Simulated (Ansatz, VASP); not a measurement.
# Co: VASP beside Ansatz

```
Co
1.0
     3.41344    0.00000    0.00000
     0.00000    3.41344    0.00000
     0.00000    0.00000    3.41344
Co
3
Direct
  0.50000 0.00000 0.00000
  0.00000 0.50000 0.00000
  0.00000 0.00000 0.50000
```

Alike in both runs: task relaxation of cell and atoms; functional PBE; k mesh 6 × 6 × 6; occupations gaussian, width 0.1 eV; collinear spin.

|  | VASP | Ansatz |
| --- | --- | --- |
| version | VASP 6.6.1 | Ansatz 0.2.0 |
| potentials or method | VASP PAW PBE potentials, release 64 (Co), cutoff 600 eV | scalar-relativistic, plane waves, PAW |
| valence electrons in the cell | 27 | 51 |

```tsv
	VASP	Ansatz	Ansatz less VASP
gap on the k mesh at the Fermi level, each at its own relaxed structure (eV)	none	none	-
net moment per atom (μB)	1.87	1.88	+0.007
size of the moment on the site where the two differ most (μB)	1.89	1.93	+0.040
relaxed volume (Å³/atom)	13.18	13.26	+0.080
relaxed cell length with the largest relative difference (Å)	3.407	3.413	+0.0069
```

Site moments also hang on the region over which each program counts them. A gap of «none» marks a metal or a gap that the smearing closes. VASP's potentials hold 27 valence electrons a cell and Ansatz's 51, so a difference there can come from the potentials and not from the codes.
